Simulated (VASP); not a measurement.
# CuRu4 (P6/mmm) in VASP: further runs, part 2 of 2

VASP 6.6.1. The steps go on from the part before.

**3. Single point, PBE**

This run uses another cell than the first one, of 21.40 Å³/atom, 1.434 times its volume.

INCAR

```
PREC     = Accurate       # precision mode
ENCUT    = 520            # plane-wave cutoff, eV
EDIFF    = 1E-6           # SCF threshold, eV
ISMEAR   = 0              # smearing method
SIGMA    = 0.1            # smearing width, eV
LREAL    = F              # projectors in reciprocal space
LASPH    = T              # aspherical terms in the spheres
NELM     = 60             # most SCF steps
ALGO     = Normal         # electronic algorithm
ISIF     = 2              # what is computed and relaxed
LWAVE    = F              # write WAVECAR
LCHARG   = T              # write CHGCAR
GGA      = PE             # functional
LELF     = T              # ELF
LVHAR    = T            
NBANDS   = 42             # bands
```

KPOINTS

```
Automatic mesh
0
Gamma
  6 6 2
```

POSCAR

```
CuRu4
1.0
    4.0811398093     -0.0000000036      0.0000000000
   -2.0405699016      3.5343707531      0.0000000000
    0.0000000000      0.0000000000      7.4180747365
Cu Ru
1 4
Direct
    0.0000000000      0.0000000000      0.0000000000
    0.3333333333      0.6666666667      0.5000000000
    0.6666666667      0.3333333333      0.5000000000
    0.0000000000      0.0000000000      0.3173681265
    0.0000000000      0.0000000000      0.6826318735
```

Potentials or basis: VASP PAW PBE potentials, release 64 (Cu, Ru_pv).

Command:

```sh
> cat potpaw_PBE.64/Cu/POTCAR potpaw_PBE.64/Ru_pv/POTCAR > POTCAR
> mpirun -np 1 vasp_std > vasp.out
```

OUTCAR:

```text
PREC = Accurate
   ENCUT = 520
   EDIFF = 1E-6
   ISMEAR = 0
   LREAL = F
   LASPH = T
   NELM = 60
   ISIF = 2
   GGA = PE

 ion  position               nearest neighbor table
   1  0.000  0.000  0.000-   4 2.35   5 2.35
   2  0.333  0.667  0.500-   3 2.36   3 2.36   3 2.36   5 2.72   4 2.72   5 2.72   4 2.72   5 2.72
                             4 2.72
   3  0.667  0.333  0.500-   2 2.36   2 2.36   2 2.36   5 2.72   4 2.72   4 2.72   5 2.72   4 2.72
                             5 2.72
[... 825 lines left out ...]
  -------------------------------------------------------------------------------------
  Total       -0.0108228     -0.0108228     -0.0799457      0.0000000      0.0000000     -0.0000000
  in kB       -0.1620566     -0.1620566     -1.1970733      0.0000000      0.0000000     -0.0000000
  external PRESSURE =      -0.5070621 kB  Pullay stress =       0.0000000 kB

 VOLUME and BASIS-vectors are now :
 -----------------------------------------------------------------------------
  energy-cutoff  :      520.00
  volume of cell :      107.00
      direct lattice vectors                 reciprocal lattice vectors
     4.081139809 -0.000000004  0.000000000     0.245029587  0.141467898  0.000000000
    -2.040569902  3.534370753  0.000000000     0.000000000  0.282935795  0.000000000
     0.000000000  0.000000000  7.418074737     0.000000000  0.000000000  0.134805867

 POSITION                                       TOTAL-FORCE (eV/Angst)
 -----------------------------------------------------------------------------------
      0.00000      0.00000      0.00000         0.000000     -0.000000      0.000000
      0.00000      2.35625      3.70904        -0.000000      0.000000      0.000000
      2.04057      1.17812      3.70904         0.000000     -0.000000      0.000000
      0.00000      0.00000      2.35426        -0.000000      0.000000      0.088750
      0.00000      0.00000      5.06381         0.000000     -0.000000     -0.088750
 -----------------------------------------------------------------------------------
    total drift:                                0.000000     -0.000000      0.000000

  FREE ENERGIE OF THE ION-ELECTRON SYSTEM (eV)
  ---------------------------------------------------
  free  energy   TOTEN  =       -33.8345409726 eV

  energy  without entropy=      -33.7912329466  energy(sigma->0) =      -33.81288696
```

OSZICAR:

```text
N       E                     dE             d eps       ncg     rms          rms(c)
DAV:   1     0.809183336136E+03    0.80918E+03   -0.38148E+04  1328   0.183E+03
DAV:   2     0.115807541520E+02   -0.79760E+03   -0.76881E+03  1292   0.522E+02
DAV:   3    -0.356075454704E+02   -0.47188E+02   -0.42631E+02  1490   0.129E+02
[... 11 lines left out ...]
DAV:  15    -0.338345426311E+02    0.26530E-03   -0.68168E-04  1610   0.513E-01    0.390E-02
DAV:  16    -0.338346041492E+02   -0.61518E-04   -0.34872E-04  1684   0.372E-01    0.809E-02
DAV:  17    -0.338345430560E+02    0.61093E-04   -0.14013E-04  1438   0.231E-01    0.200E-02
DAV:  18    -0.338345405518E+02    0.25042E-05   -0.26146E-05  1348   0.885E-02    0.526E-03
DAV:  19    -0.338345409726E+02   -0.42073E-06   -0.25455E-06   984   0.196E-02
   1 F= -.33834541E+02 E0= -.33812887E+02  d E =-.433080E-01
```

stdout:

```text
POSCAR found type information on POSCAR CuRu
 POSCAR found :  2 types and       5 ions
 scaLAPACK will be used
 LDA part: xc-table for (Slater+PW92), standard interpolation
 POSCAR, INCAR and KPOINTS ok, starting setup
 FFT: planning ... GRIDC
 FFT: planning ... GRID_SOFT
 FFT: planning ... GRID
 WAVECAR not read
 entering main loop
```

It took 45 s on 1 thread of Intel Xeon 6975P-C (Granite Rapids), shared host; peak memory 0.23 GiB.

What came out:

| Item | Value |
| --- | --- |
| Free energy | -33.8345 eV |
| Pressure | -0.1 GPa |
| Largest force | 0.089 eV/Å |

Forces in eV/Å, atoms in the order of the input:
```
Cu   0.000  0.000  0.000
Ru   0.000  0.000  0.000
Ru   0.000  0.000  0.000
Ru   0.000  0.000  0.089
Ru   0.000  0.000 -0.089
```

Levels at points of the mesh, in eV from the Fermi level:
```tsv
k point	band 30	band 31	band 32	band 33	band 34	band 35	band 36	band 37
(0.00, 0.00, 0.00)	-1.31	-1.31	-0.20	-0.13	0.49	0.62	0.62	0.80
(0.50, 0.00, 0.00)	-1.41	-1.08	-0.73	-0.11	-0.04	0.16	0.23	1.56
(0.00, 0.00, 0.50)	-1.55	-1.55	-1.40	-0.13	0.54	0.54	0.81	0.81
(0.50, 0.00, 0.50)	-1.13	-1.13	-0.83	-0.76	-0.43	-0.38	1.19	1.56
```

Caveat: the k points lie up to 0.42 Å⁻¹ apart.

**4. Single point, PBE**

This run uses another cell than the first one, of 21.43 Å³/atom, 1.436 times its volume.

INCAR

```
ALGO = Normal
EDIFF = 1E-6
ENCUT = 520
GGA = PE
ISIF = 2
ISMEAR = 0
LASPH = True
LCHARG = False
LREAL = False
LWAVE = False
NBANDS = 42
NELM = 80
PREC = Accurate
SIGMA = 0.1
```

KPOINTS

```
k-points
0
Gamma
  6 6 4
```

POSCAR

```
CuRu4
1.0
    4.0980558031      0.0000000000      0.0000000000
   -2.0490279016      3.5490204316      0.0000000000
    0.0000000000      0.0000000000      7.3662540352
Cu Ru
1 4
Direct
    0.0000000000      0.0000000000      0.0000000000
    0.3333333333      0.6666666667      0.5000000000
    0.6666666667      0.3333333333      0.5000000000
    0.0000000000      0.0000000000      0.3204828068
    0.0000000000      0.0000000000      0.6795171932
```

Command:

```sh
> cat potpaw_PBE.64/Cu/POTCAR potpaw_PBE.64/Ru_pv/POTCAR > POTCAR
> mpirun -np 1 vasp_std > vasp.out
```

Run time: 63 s. Hardware: 1 thread of Intel Xeon 6975P-C (Granite Rapids), shared host; peak memory 0.25 GiB.

Results (log left out):

```yaml
Free_energy: -33.9678 eV
Pressure: 0.0 GPa
Largest_force: 0.077 eV/Å
```

Forces in eV/Å, atoms in the order of the input:
```
Cu   0.000  0.000  0.000
Ru   0.000  0.000  0.000
Ru   0.000  0.000  0.000
Ru   0.000  0.000  0.077
Ru   0.000  0.000 -0.077
```

Stress tensor (GPa, compression positive):
```
-0.10  0.00  0.00
 0.00 -0.10  0.00
 0.00  0.00  0.16
```

Levels at points of the mesh, in eV from the Fermi level:
| k point | band 29 | band 30 | band 31 | band 32 | band 33 | band 34 | band 35 | band 36 | band 37 | band 38 |
| --- | --- | --- | --- | --- | --- | --- | --- | --- | --- | --- |
| (0.00, 0.00, 0.00) | -1.48 | -1.23 | -1.23 | -0.16 | -0.10 | 0.49 | 0.59 | 0.59 | 0.85 | 0.85 |
| (0.50, 0.00, 0.00) | -1.65 | -1.41 | -1.08 | -0.77 | -0.04 | -0.03 | 0.15 | 0.24 | 1.58 | 1.80 |
| (0.00, 0.00, 0.50) | -1.59 | -1.54 | -1.54 | -1.34 | -0.10 | 0.50 | 0.50 | 0.87 | 0.87 | 0.97 |
| (0.50, 0.00, 0.50) | -1.29 | -1.18 | -1.13 | -0.91 | -0.70 | -0.47 | -0.38 | 1.19 | 1.59 | 1.79 |

**5. Single point, PBE**

This run uses another cell than the first one, of 21.40 Å³/atom, 1.434 times its volume.

INCAR

```
PREC     = Accurate       # precision mode
ENCUT    = 700            # plane-wave cutoff, eV
EDIFF    = 1E-6           # SCF threshold, eV
ISMEAR   = 0              # smearing method
SIGMA    = 0.1            # smearing width, eV
LREAL    = F              # projectors in reciprocal space
LASPH    = T              # aspherical terms in the spheres
NELM     = 120            # most SCF steps
ALGO     = Normal         # electronic algorithm
ISIF     = 2              # what is computed and relaxed
LWAVE    = F              # write WAVECAR
LCHARG   = T              # write CHGCAR
GGA      = PE             # functional
LELF     = T              # ELF
LVHAR    = T            
NBANDS   = 50             # bands
GGA_COMPAT= F
```

KPOINTS

```
Automatic mesh
0
Gamma
  6 6 2
```

POSCAR

```
CuRu4
1.0
    4.0811398093     -0.0000000036      0.0000000000
   -2.0405699016      3.5343707531      0.0000000000
    0.0000000000      0.0000000000      7.4180747365
Cu Ru
1 4
Direct
    0.0000000000      0.0000000000      0.0000000000
    0.3333333333      0.6666666667      0.5000000000
    0.6666666667      0.3333333333      0.5000000000
    0.0000000000      0.0000000000      0.3173681265
    0.0000000000      0.0000000000      0.6826318735
```

Potentials or basis: VASP PAW PBE potentials, release 64 (Cu_sv_GW, Ru_sv).

Command:

```sh
> cat potpaw_PBE.64/Cu_sv_GW/POTCAR potpaw_PBE.64/Ru_sv/POTCAR > POTCAR
> mpirun -np 1 vasp_std > vasp.out
```

It took 3.4 min on 1 thread of Intel Xeon Platinum 8259CL at 2.50GHz (Skylake/Cascade Lake), shared host; peak memory 0.33 GiB.

The run converged. Its results:

| Property | Result |
| --- | --- |
| Free energy | -34.0912 eV |
| Pressure | -1.0 GPa |
| Largest force | 0.023 eV/Å |

Forces on the atoms (eV/Å):
```
Cu   0.000  0.000  0.000
Ru   0.000  0.000  0.000
Ru   0.000  0.000  0.000
Ru   0.000  0.000  0.023
Ru   0.000  0.000 -0.023
```

Stress tensor (GPa, compression positive):
```
-0.92  0.00  0.00
 0.00 -0.92  0.00
 0.00  0.00 -1.10
```

Levels at points of the mesh, in eV from the Fermi level:
```tsv
k point	band 39	band 40	band 41	band 42	band 43	band 44
(0.00, 0.00, 0.00)	-1.31	-0.21	-0.13	0.48	0.62	0.62
(0.50, 0.00, 0.00)	-1.09	-0.73	-0.12	-0.03	0.15	0.24
(0.00, 0.00, 0.50)	-1.56	-1.40	-0.13	0.54	0.54	0.80
(0.50, 0.00, 0.50)	-1.13	-0.84	-0.77	-0.42	-0.38	1.19
```

Caveat: the k points lie up to 0.42 Å⁻¹ apart.

**6. The runs side by side**

| potentials or basis | cell | k mesh | cutoff (eV) | second run | gap on the mesh (eV) | pressure (GPa) | largest force (eV/Å) |
| --- | --- | --- | --- | --- | --- | --- | --- |
| VASP PAW PBE potentials, release 64 (Cu, Ru_pv) | a = 3.283, b = 3.283, c = 7.993 Å, angles 90.0, 90.0, 120.0°, 5 atoms | 6 × 6 × 2 | 520 | - | none | 290.2 | 44.55 |
| VASP PAW PBE potentials, release 64 (Cu, Ru_pv) | a = 4.081, b = 4.081, c = 7.418 Å, angles 90.0, 90.0, 120.0°, 5 atoms | 6 × 6 × 2 | 520 | - | none | -0.1 | 0.09 |
| VASP PAW PBE potentials, release 64 (Cu, Ru_pv) | a = 4.098, b = 4.098, c = 7.366 Å, angles 90.0, 90.0, 120.0°, 5 atoms | 6 × 6 × 4 | 520 | - | none | 0.0 | 0.08 |
| VASP PAW PBE potentials, release 64 (Cu_sv_GW, Ru_sv) | a = 4.081, b = 4.081, c = 7.418 Å, angles 90.0, 90.0, 120.0°, 5 atoms | 6 × 6 × 2 | 700 | valence_matched | none | -1.0 | 0.02 |

Alike in all rows: task single point; level PBE; no spin polarisation; smearing gaussian 0.1 eV.

Caveats: some runs use coarse meshes; forces of over 1 eV/Å act on the atoms, so gaps and moduli don't describe the material at rest (some runs).

Total energies depend on the potentials used, so only differences within one code and one set of settings carry meaning.
